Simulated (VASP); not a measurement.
Write the native input for VASP 6.6.1 that does the following.

| Item | Value |
| --- | --- |
| Task | single point |
| Functional | LDA |
| Potentials or basis | VASP PAW LDA potentials, release 64 (Ba_sv, Ti_sv, O_h) |
| Cutoff | 910 eV |
| k mesh | 6 × 6 × 6 |
| Occupations | gaussian, width 0.05 eV |
| Spin | no spin polarisation |
| Dipole correction | no |
| k mesh for the DOS | 9 × 9 × 9 |
| Occupations for the DOS | tetrahedron |
| Further INCAR settings | ALGO = Normal; EDIFF = 1e-06 |

BaTiO3:

```
Ba Ti O
1.0
     3.92640    0.00000    0.00000
     0.00000    3.92640    0.00000
     0.00000    0.00000    3.97431
Ba Ti O
1 1 3
Direct
  0.00000 0.00000 0.00111
  0.50000 0.50000 0.48875
  0.50000 0.50000 0.02225
  0.50000 0.00000 0.51544
  0.00000 0.50000 0.51544
```

One way to write it, as run:

POSCAR

```
BaTiO3
1.0
    3.9263979275      0.0000000000      0.0000000000
    0.0000000000      3.9263979275      0.0000000000
    0.0000000000      0.0000000000      3.9743093421
Ba Ti O
1 1 3
Direct
    0.0000000000      0.0000000000      0.0011120632
    0.5000000000      0.5000000000      0.4887464658
    0.5000000000      0.5000000000      0.0222529400
    0.5000000000      0.0000000000      0.5154442655
    0.0000000000      0.5000000000      0.5154442655
```

INCAR.step1

```
SYSTEM = BaTiO3
PREC = Accurate
ENCUT = 910
EDIFF = 1E-6
ISMEAR = 0
SIGMA = 0.05
LREAL = .FALSE.
LASPH = .TRUE.
NELM = 120
ALGO = Normal
ISIF = 2
LWAVE = .FALSE.
LCHARG = .TRUE.
LMAXMIX = 4
NBANDS = 28
GGA_COMPAT = .FALSE.
NEDOS = 2001
LORBIT = 11
```

KPOINTS.step1

```
regular mesh
0
G
  6 6 6
  0 0 0
```

INCAR.step2

```
SYSTEM = BaTiO3
PREC = Accurate
ENCUT = 910
EDIFF = 1E-6
ISMEAR = -5
SIGMA = 0.05
LREAL = .FALSE.
LASPH = .TRUE.
NELM = 120
ALGO = Normal
ISIF = 2
LWAVE = .FALSE.
LCHARG = .FALSE.
LMAXMIX = 4
LORBIT = 10
NEDOS = 1001
ICHARG = 11
GGA_COMPAT = .FALSE.
```

KPOINTS.step2

```
regular mesh
0
G
  9 9 9
  0 0 0
```

Potentials or basis: VASP PAW LDA potentials, release 64 (Ba_sv, Ti_sv, O_h).

Command:

```sh
$ cat potpaw_LDA.64/Ba_sv/POTCAR potpaw_LDA.64/Ti_sv/POTCAR potpaw_LDA.64/O_h/POTCAR > POTCAR
$ cp INCAR.step1 INCAR
$ cp KPOINTS.step1 KPOINTS
$ mpirun -np 1 vasp_std > vasp.out
$ cp INCAR.step2 INCAR
$ cp KPOINTS.step2 KPOINTS
$ mpirun -np 1 vasp_std > vasp.out
```

Results of the run:

| Quantity | Value |
| --- | --- |
| Valence electrons inside the program's atomic spheres | Ba 8.03; Ti 10.35; O 3.36 |

Run time: 2.5 min on 1 thread of Intel(R) Xeon(R) 6975P-C (Granite Rapids), on a shared host, peak memory 0.39 GiB.
